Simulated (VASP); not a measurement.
Set up this calculation in VASP 6.6.1, as the native input.

```yaml
Task: dielectric tensor
Functional: PBE
Potentials_or_basis: VASP PAW PBE potentials, release 64 (Ca_sv, Se)
Cutoff: 520 eV
k_mesh: 8 × 8 × 8
Occupations: gaussian, width 0.01 eV
Spin: no spin polarisation
Dipole_correction: no
Further_INCAR_settings: ALGO = Normal; EDIFF = 1e-08
```

The structure of CaSe lies in POSCAR:

```
CaSe
1.0
    0.0000000000      2.9560000000      2.9560000000
    2.9560000000      0.0000000000      2.9560000000
    2.9560000000      2.9560000000      0.0000000000
Ca Se
1 1
Direct
    0.0000000000      0.0000000000      0.0000000000
    0.5000000000      0.5000000000      0.5000000000
```

One way to write it, as run:

INCAR

```
SYSTEM = CaSe
PREC = Accurate
ENCUT = 520
EDIFF = 1E-8
ISMEAR = 0
SIGMA = 0.01
LREAL = .False.
LASPH = .True.
NELM = 100
ALGO = Normal
ISIF = 2
LWAVE = .False.
LCHARG = .False.
GGA = PE
LEPSILON = .True.
```

KPOINTS

```
Automatic mesh
0
Gamma
  8 8 8
  0 0 0
```

Potentials or basis: VASP PAW PBE potentials, release 64 (Ca_sv, Se).

Launch:

```sh
$ cat potpaw_PBE.64/Ca_sv/POTCAR potpaw_PBE.64/Se/POTCAR > POTCAR
$ mpirun -np 1 vasp_std > vasp.out
```

Results of the run:

```yaml
Band_gap_on_the_k_mesh: 2.02 eV (least direct gap 2.96 eV)
Electronic_dielectric_tensor_diagonal: 5.70
Born_charges_mean_of_the_diagonal: Ca +2.37; Se -2.37 e
```

It took 6.8 min on 1 thread of AMD EPYC 7R13 Processor (Zen 3) (shared host), peak memory 0.25 GiB.
